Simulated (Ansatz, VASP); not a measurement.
## One calculation of Zr3S2, two programs

```
CELL_PARAMETERS angstrom
7.10000 0.00000 0.00000
0.00000 7.10000 0.00000
0.00000 0.00000 3.71000
ATOMIC_POSITIONS crystal
Zr 0.31900 0.18100 0.50000
Zr 0.68100 0.81900 0.50000
Zr 0.81900 0.31900 0.50000
Zr 0.18100 0.68100 0.50000
Zr 0.00000 0.00000 0.00000
Zr 0.50000 0.50000 0.00000
S 0.12000 0.38000 0.00000
S 0.88000 0.62000 0.00000
S 0.38000 0.88000 0.00000
S 0.62000 0.12000 0.00000
```

Alike in both runs: task relaxation of cell and atoms; functional PBE; k mesh 3 × 3 × 4; occupations gaussian, width 0.2 eV; no spin polarisation.

```csv
,VASP,Ansatz
version,VASP 6.6.1,Ansatz 0.2.0
potentials or method,"VASP PAW PBE potentials, release 64 (Zr_sv, S), cutoff 600 eV","scalar-relativistic, plane waves, PAW"
valence electrons in the cell,96,96
```

|  | VASP | Ansatz | Ansatz less VASP |
| --- | --- | --- | --- |
| gap on the k mesh at the Fermi level, each at its own relaxed structure (eV) | none | none | - |
| relaxed volume (Å³/atom) | 17.77 | 17.78 | +0.013 |
| relaxed length of the cell vector where the two differ most in proportion (Å) | 7.126 | 7.128 | +0.0024 |

A gap of «none» marks a metal or a gap that the smearing closes.

The k mesh is coarse, so the values compare programs but aren't converged.
